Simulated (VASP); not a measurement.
Set up this calculation in VASP 6.6.1, as the native input.

```yaml
Task: single point
Functional: PBE
Potentials_or_basis: VASP PAW PBE potentials, release 64 (Cr_pv)
Cutoff: 520 eV
k_mesh: 10 × 10 × 1
Occupations: fermi-dirac, width 0.08 eV
Spin: collinear spin, ferromagnetic start
Starting_moments: "[2.0] μB"
Dipole_correction: yes
Further_INCAR_settings: ALGO = Normal; EDIFF = 1e-07; NBANDS = 16
```

The structure of Cr lies in POSCAR:

```
Cr
1.0
    4.0283716178      0.0000000000      0.0000000000
   -2.0141858089      3.4886721569      0.0000000000
    0.0000000000      0.0000000000      9.0000000000
Cr
1
Direct
    0.0000000000      0.0000000000      0.5000000000
```

These files were run (other wordings do the same):

INCAR

```
ALGO = Normal
DIPOL = 0.5 0.5 0.500
EDIFF = 1E-7
ENCUT = 520
GGA = PE
IDIPOL = 3
ISIF = 2
ISMEAR = -1
ISPIN = 2
LASPH = True
LCHARG = False
LDIPOL = True
LMAXMIX = 4
LORBIT = 11
LREAL = False
LWAVE = False
MAGMOM = 2
NBANDS = 16
NELM = 150
PREC = Accurate
SIGMA = 0.08
```

KPOINTS

```
k-points
0
Gamma
  10 10 1
```

Potentials or basis: VASP PAW PBE potentials, release 64 (Cr_pv).

Command:

```console
$ cat potpaw_PBE.64/Cr_pv/POTCAR > POTCAR
$ mpirun -np 1 vasp_std > vasp.out
```

It gave:

* Net moment: 5.23 μB per cell
* Site moments: Cr +4.33 μB
* Valence electrons inside the program's atomic spheres: Cr 10.44

Run time: 67 s on 1 thread of Intel(R) Xeon(R) Platinum 8488C (Sapphire Rapids), on a shared host, peak memory 0.29 GiB.
